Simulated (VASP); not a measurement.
# Bi (P6_3/mmc) in VASP: a series of runs, part 2 of 2

VASP 6.6.1.

## Step 4: Single point, revPBE (volume scaled by 0.88)

Contents of INCAR:

```
ALGO = Normal
EDIFF = 1E-6
ENCUT = 520
GGA = RE
ISIF = 2
ISMEAR = -1
LASPH = T
LCHARG = F
LREAL = F
LWAVE = F
NBANDS = 22
NELM = 60
PREC = Accurate
SIGMA = 0.1
```

Contents of KPOINTS:

```
k-points
0
Gamma
  12 12 6
```

Contents of POSCAR:

```
Bi
1.0
    3.4158071280      0.0000000000      0.0000000000
   -1.7079035640      2.9581757472      0.0000000000
    0.0000000000      0.0000000000      5.6203396257
Bi
2
Direct
    0.3333333333      0.6666666667      0.2500000000
    0.6666666667      0.3333333333      0.7500000000
```

Potentials or basis: VASP PAW PBE potentials, release 64 (Bi_d).

Run with:

```sh
cat potpaw_PBE.64/Bi_d/POTCAR > POTCAR
mpirun -np 1 vasp_std > vasp.out
```

OUTCAR:

```text
EDIFF = 1E-6
   ENCUT = 520
   GGA = RE
   ISIF = 2
   ISMEAR = -1
   LASPH = T
   LREAL = F
   NELM = 60
   PREC = Accurate

 ion  position               nearest neighbor table
   1  0.333  0.667  0.250-   2 3.43   2 3.43   2 3.43   2 3.43   2 3.43   2 3.43
   2  0.667  0.333  0.750-   1 3.43   1 3.43   1 3.43   1 3.43   1 3.43   1 3.43

  LATTYP: Found a hexagonal cell.
 ALAT       =     3.4158071280
 C/A-ratio  =     1.6453913863

  Lattice vectors:

 A1 = (   3.4158071280,   0.0000000000,   0.0000000000)
 A2 = (  -1.7079035640,   2.9581757472,   0.0000000000)
 A3 = (   0.0000000000,   0.0000000000,   5.6203396257)

Analysis of symmetry for initial positions (statically):
=====================================================================
 Subroutine PRICEL returns:
 Original cell was already a primitive cell.

 Routine SETGRP: Setting up the symmetry group for a
 hexagonal supercell.

 Subroutine GETGRP returns: Found 24 space group operations
 (whereof 12 operations were pure point group operations)
 out of a pool of 24 trial point group operations.

The static configuration has the point symmetry D_3d.
 The point group associated with its full space group is D_6h.

Analysis of symmetry for dynamics (positions and initial velocities):
=====================================================================
 Subroutine PRICEL returns:
 Original cell was already a primitive cell.

 Routine SETGRP: Setting up the symmetry group for a
 hexagonal supercell.

 Subroutine GETGRP returns: Found 24 space group operations
 (whereof 12 operations were pure point group operations)
 out of a pool of 24 trial point group operations.

The dynamic configuration has the point symmetry D_3d.
 The point group associated with its full space group is D_6h.

 Subroutine INISYM returns: Found 24 space group operations
 (whereof 12 operations are pure point group operations),
 and found     1 'primitive' translations

----------------------------------------------------------------------------------------

                                     Primitive cell

  volume of cell :      56.7910

  direct lattice vectors                    reciprocal lattice vectors
     3.415807128  0.000000000  0.000000000     0.292756576  0.169023088  0.000000000
    -1.707903564  2.958175747  0.000000000     0.000000000  0.338046176  0.000000000
     0.000000000  0.000000000  5.620339626     0.000000000  0.000000000  0.177925191

  length of vectors
     3.415807128  3.415807128  5.620339626     0.338046176  0.338046176  0.177925191

  position of ions in fractional coordinates (direct lattice)
     0.333333333  0.666666667  0.250000000
     0.666666667  0.333333333  0.750000000

  ion indices of the primitive-cell ions
   primitive index   ion index
                 1           1
                 2           2

----------------------------------------------------------------------------------------

 KPOINTS: k-points

Automatic generation of k-mesh.
 Grid dimensions read from file:
 generate k-points for:   12   12    6

 Generating k-lattice:

  Cartesian coordinates                     Fractional coordinates (reciprocal lattice)
     0.024396381  0.014085257  0.000000000     0.083333333  0.000000000  0.000000000
     0.000000000  0.028170515  0.000000000     0.000000000  0.083333333  0.000000000
     0.000000000  0.000000000  0.029654198     0.000000000  0.000000000  0.166666667

  Length of vectors
     0.028170515  0.028170515  0.029654198

  Shift w.r.t. Gamma in fractional coordinates (k-lattice)
     0.000000000  0.000000000  0.000000000

 Subroutine IBZKPT returns following result:
 ===========================================

 Found     76 irreducible k-points:

 Following reciprocal coordinates:
            Coordinates               Weight
  0.000000  0.000000  0.000000      1.000000
  0.083333 -0.000000  0.000000      6.000000
  0.166667  0.000000  0.000000      6.000000
  0.250000  0.000000  0.000000      6.000000
  0.333333  0.000000  0.000000      6.000000
  0.416667  0.000000  0.000000      6.000000
[... 16 lines left out ...]
  0.250000  0.000000  0.166667     12.000000
  0.333333  0.000000  0.166667     12.000000
 [... further k-points ...]
   k-points           NKPTS =     76   k-points in BZ     NKDIM =     76   number of bands    NBANDS=     22
   number of dos      NEDOS =    301   number of ions     NIONS =      2
   total plane-waves  NPLWV =  32928
   dimension x,y,z NGX =    28 NGY =   28 NGZ =   42
   dimension x,y,z NGXF=    56 NGYF=   56 NGZF=   84
   ions per type =               2
   NGX,Y,Z   is equivalent  to a cutoff of  13.63, 13.63, 12.42 a.u.
   NGXF,Y,Z  is equivalent  to a cutoff of  27.25, 27.25, 24.85 a.u.
 SYSTEM =  unknown system
   PREC   = accura    normal or accurate (medium, high low for compatibility)
   ISTART =      0    job   : 0-new  1-cont  2-samecut
   ICHARG =      2    charge: 1-file 2-atom 10-const
   ISPIN  =      1    spin polarized calculation?
   LNONCOLLINEAR =      F non collinear calculations
   LSORBIT =      F    spin-orbit coupling
   LASPH  =      T    aspherical Exc in radial PAW
   ENCUT  =  520.0 eV  38.22 Ry    6.18 a.u.   6.35  6.35 10.45*2*pi/ulx,y,z
   NELM   =     60;   NELMIN=  2; NELMDL= -5     # of ELM steps
   EDIFF  = 0.1E-05   stopping-criterion for ELM
   LREAL  =      F    real-space projection
   EDIFFG = 0.1E-04   stopping-criterion for IOM
   NSW    =      0    number of steps for IOM
   IBRION =     -1    ionic relax: 0-MD 1-quasi-New 2-CG
   NFREE  =      0    steps in history (QN), initial steepest desc. (CG)
   ISIF   =      2    stress and relaxation
   ISYM   =      2    0-nonsym 1-usesym 2-fastsym
   POTIM  = 0.5000    time-step for ionic-motion
   TEBEG  =    0.0;   TEEND  =   0.0 temperature during run
   PSTRESS=    0.0 pullay stress
   NELECT =      30.0000    total number of electrons
   NUPDOWN=      -1.0000    fix difference up-down
   EMIN   =  10.00;   EMAX   =-10.00  energy-range for DOS
   EFERMI =   0.00;   METHOD = LEGACY
   ISMEAR =    -1;   SIGMA  =   0.10  broadening in eV -4-tet -1-fermi 0-gaus
   EFERMI_NEDOS =   21; number of points for ismear=-14 and -15
   IALGO  =     38    algorithm
   IMIX   =      4    mixing-type and parameters
     AMIX     =   0.40;   BMIX     =  1.00
     AMIX_MAG =   1.60;   BMIX_MAG =  1.00
  volume/ion in A,a.u.               =      28.40       191.62
  Fermi-wavevector in a.u.,A,eV,Ry     =   1.323392  2.500849 23.828799  1.751367
  Thomas-Fermi vector in A             =   2.453004
   LORBIT       =      0    0 simple, 1 ext, 2 COOP (PROOUT), +10 PAW based schemes
   GGA     = RE    functional components
   LHFCALC =     F    Hartree Fock is set to
   AEXX    =    0.0000 exact exchange contribution
   IVDW    =     0    specifies the selected vdW correction
   LEPSILON=     F    determine dielectric tensor
   LRPA    =     F    only Hartree local field effects (RPA)
 non-spin polarized calculation
  energy-cutoff  :      520.00
  volume of cell :       56.79
 maximum number of plane-waves:      1558
 NGX is ok and might be reduce to    28
   NGX = 13   NGY = 13   NGZ = 21

 number of electron      30.0000008 magnetization

 Free energy of the ion-electron system (eV)
  ---------------------------------------------------
  ext. energy  EPLUGINS =         0.00000000
  ---------------------------------------------------
  free energy    TOTEN  =        -6.68897210 eV

  energy without entropy =       -6.65737380  energy(sigma->0) =       -6.67317295

 E-fermi :   9.2865     XC(G=0): -10.6859

 val. band max:        9.2199752711   @ k =   0.4167   0.0833   0.1667
 cond. band min:       9.3636147257   @ k =   0.1667   0.0833   0.3333
 fundamental gap:      0.1436394546
 Fermi energy:         9.2865406737

 k-point     1 :       0.0000    0.0000    0.0000
  band No.  band energies     occupation
      1     -13.9536      2.00000
      2     -13.9473      2.00000
      3     -13.9267      2.00000
      4     -13.9267      2.00000
      5     -13.9145      2.00000
      6     -13.9145      2.00000
[... 14 lines left out ...]
     21      19.7229      0.00000
     22      19.9172      0.00000

 k-point     2 :       0.0833   -0.0000    0.0000
  band No.  band energies     occupation
      1     -13.9551      2.00000
      2     -13.9443      2.00000
      3     -13.9214      2.00000
      4     -13.9149      2.00000
      5     -13.9100      2.00000
      6     -13.9028      2.00000
[... 542 lines left out ...]
 k-point    24 :       0.3333    0.0000    0.1667
  band No.  band energies     occupation
      1     -14.0108      2.00000
      2     -13.9563      2.00000
      3     -13.9373      2.00000
      4     -13.9131      2.00000
      5     -13.8687      2.00000
      6     -13.8441      2.00000
[... 14 lines left out ...]
     21      17.8222      0.00000
     22      19.4132      0.00000

 [... further k-points ...]
[... 5 lines left out ...]
  --------------------------------------------------------------------------------------
  -------------------------------------------------------------------------------------
  Total        2.8780917      2.8780917      3.0160983     -0.0000000      0.0000000      0.0000000
  in kB       81.1961324     81.1961324     85.0895448     -0.0000000      0.0000000      0.0000000
  external PRESSURE =      82.4939365 kB  Pullay stress =       0.0000000 kB

 VOLUME and BASIS-vectors are now :
 -----------------------------------------------------------------------------
  energy-cutoff  :      520.00
  volume of cell :       56.79
      direct lattice vectors                 reciprocal lattice vectors
     3.415807128  0.000000000  0.000000000     0.292756576  0.169023088  0.000000000
    -1.707903564  2.958175747  0.000000000     0.000000000  0.338046176  0.000000000
     0.000000000  0.000000000  5.620339626     0.000000000  0.000000000  0.177925191

 POSITION                                       TOTAL-FORCE (eV/Angst)
 -----------------------------------------------------------------------------------
     -0.00000      1.97212      1.40508         0.000000      0.000000      0.000000
      1.70790      0.98606      4.21525        -0.000000     -0.000000      0.000000
 -----------------------------------------------------------------------------------
    total drift:                               -0.000000      0.000000      0.000000

  FREE ENERGIE OF THE ION-ELECTRON SYSTEM (eV)
  ---------------------------------------------------
  free  energy   TOTEN  =        -6.6889720998 eV

  energy  without entropy=       -6.6573738005  energy(sigma->0) =       -6.67317295
```

OSZICAR:

```text
N       E                     dE             d eps       ncg     rms          rms(c)
DAV:   1     0.310032373689E+03    0.31003E+03   -0.16325E+04  3344   0.177E+03
DAV:   2     0.188341769114E+02   -0.29120E+03   -0.28377E+03  3392   0.453E+02
DAV:   3    -0.583629967680E+01   -0.24670E+02   -0.24293E+02  4064   0.142E+02
DAV:   4    -0.665935125484E+01   -0.82305E+00   -0.82260E+00  4142   0.279E+01
DAV:   5    -0.669513178500E+01   -0.35781E-01   -0.35779E-01  4794   0.523E+00    0.615E-01
DAV:   6    -0.668977366872E+01    0.53581E-02   -0.16671E-02  4284   0.149E+00    0.365E-01
DAV:   7    -0.668881796590E+01    0.95570E-03   -0.86650E-03  4086   0.110E+00    0.107E-01
DAV:   8    -0.668897095555E+01   -0.15299E-03   -0.76285E-04  4156   0.311E-01    0.122E-02
DAV:   9    -0.668897702520E+01   -0.60696E-05   -0.20192E-05  4938   0.394E-02    0.530E-03
DAV:  10    -0.668897226381E+01    0.47614E-05   -0.12320E-06  2668   0.134E-02    0.588E-04
DAV:  11    -0.668897209981E+01    0.16400E-06   -0.23424E-07  2194   0.674E-03
   1 F= -.66889721E+01 E0= -.66731730E+01  d E =-.315983E-01
```

Run time: 35 s. Hardware: 1 thread of Intel Xeon 6975P-C (Granite Rapids), shared host; peak memory 0.21 GiB.

Results:

```yaml
Free_energy: -6.6890 eV
Pressure: 8.2 GPa
Band_gap_on_the_k_mesh: zero (band 15 reaches 13.95 eV, above the bottom of band 16 at 6.12 eV)
```

Stress tensor (GPa, compression positive):
```
8.12 0.00 0.00
0.00 8.12 0.00
0.00 0.00 8.51
```

Caveat: the PAW data sets were made with another functional, which shifts forces and pressure a little; spin-orbit coupling is left out, which moves the levels of the heavy elements.

## Step 5: Summary

```csv
cell,k mesh,gap on the mesh (eV),pressure (GPa)
"a = 3.565, b = 3.565, c = 5.865 Å, angles 90.0, 90.0, 120.0°, 2 atoms",17 × 17 × 9,none,0.0
"a = 3.565, b = 3.565, c = 5.865 Å, angles 90.0, 90.0, 120.0°, 2 atoms",10 × 10 × 6,none,-0.1
"a = 3.416, b = 3.416, c = 5.620 Å, angles 90.0, 90.0, 120.0°, 2 atoms",12 × 12 × 6,none,8.2
```

Alike in all rows: task single point; level revPBE; potentials or basis VASP PAW PBE potentials, release 64 (Bi_d); no spin polarisation; cutoff (eV) 520; smearing fermi-dirac 0.1 eV.

Caveats: the PAW data sets were made with another functional, which shifts forces and pressure a little; spin-orbit coupling is left out, which moves the levels of the heavy elements.

Total energies depend on the potentials used, so only differences within one code and one set of settings carry meaning.
